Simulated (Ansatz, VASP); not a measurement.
Ti2Si in VASP and in Ansatz

```
Ti Si
1.0
     1.61649    0.93328    5.05442
    -1.61649    0.93328    5.05442
     0.00000   -1.86656    5.05442
Ti Si
2 1
Direct
  0.24582 0.24582 0.24582
  0.75418 0.75418 0.75418
  0.50000 0.50000 0.50000
```

Alike in both runs: task relaxation of cell and atoms; functional PBEsol; k mesh 6 × 6 × 6; occupations gaussian, width 0.1 eV; no spin polarisation.

|  | VASP | Ansatz |
| --- | --- | --- |
| version | VASP 6.6.1 | Ansatz 0.2.0 |
| potentials or method | VASP PAW PBE potentials, release 64 (Ti_sv, Si), cutoff 600 eV | scalar-relativistic, plane waves, PAW |
| valence electrons in the cell | 28 | 28 |

```csv
,VASP,Ansatz,Ansatz less VASP
"gap on the k mesh at the Fermi level, each at its own relaxed structure (eV)",none,none,-
relaxed volume (Å³/atom),16.83,16.80,-0.027
relaxed cell length with the largest relative difference (Å),5.147,5.139,-0.0079
```

VASP's potentials were made for PBE, not for PBEsol. A gap of «none» marks a metal or a gap that the smearing closes.

The k mesh is coarse, so the values compare programs but aren't converged.
